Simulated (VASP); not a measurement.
**Ga3P2N: single point with PBE**

Crystal: Ga3P2N.

```
N P Ga
1.0
     3.68808    0.00000    0.00000
    -1.84404    3.19397    0.00000
     0.00000    0.00000    9.05007
N P Ga
1 2 3
Cartesian
  0.0000 0.0000 -0.0253
  0.0000 2.1293 2.8945
  1.8440 1.0647 6.1409
  0.0000 2.1293 0.5181
  1.8440 1.0647 3.7826
  0.0000 0.0000 7.0519
```

| Quantity | Value |
| --- | --- |
| Program | VASP 6.6.1 |
| Task | single point |
| Functional | PBE |
| Potentials or basis | VASP PAW PBE potentials, release 64 (N, P, Ga_d) |
| Cutoff | 520 eV |
| k mesh | 12 × 12 × 4 |
| Occupations | fermi-dirac, width 0.02 eV |
| Spin | no spin polarisation |
| Dipole correction | no |
| Further INCAR settings | ALGO = Normal; EDIFF = 1e-06; NBANDS = 36 |

The pressure is 0.0 GPa. The largest force is 0.019 eV/Å and the band gap on the k mesh is zero (bands 27 and 28 overlap by 0.15 eV).

Forces in eV/Å, atoms in the order of the input:
```
N    0.000  0.000 -0.005
P    0.000  0.000  0.012
P    0.000  0.000  0.004
Ga   0.000  0.000  0.017
Ga   0.000  0.000 -0.009
Ga   0.000  0.000 -0.019
```

Levels at points of the mesh, in eV from the Fermi level:
| k point | band 23 | band 24 | band 25 | band 26 | band 27 | band 28 | band 29 | band 30 | band 31 | band 32 |
| --- | --- | --- | --- | --- | --- | --- | --- | --- | --- | --- |
| (0.00, 0.00, 0.00) | -0.98 | -0.63 | -0.56 | -0.56 | 0.09 | 0.09 | 2.86 | 3.16 | 4.52 | 4.52 |
| (0.50, 0.00, 0.00) | -3.17 | -2.96 | -2.81 | -1.96 | -1.46 | 1.30 | 2.11 | 2.54 | 3.12 | 4.01 |
| (0.00, 0.00, 0.50) | -2.23 | -0.47 | -0.47 | -0.02 | -0.02 | 0.37 | 2.89 | 3.35 | 3.56 | 4.72 |
| (0.50, 0.00, 0.50) | -3.66 | -3.23 | -2.22 | -1.60 | -1.21 | 1.19 | 2.27 | 2.46 | 2.81 | 4.20 |

It took 120 s on 1 thread of Intel(R) Xeon(R) 6975P-C (Granite Rapids), on a shared host, peak memory 0.36 GiB.

Caveat: semilocal functionals underestimate gaps, and a narrow one can read as zero.
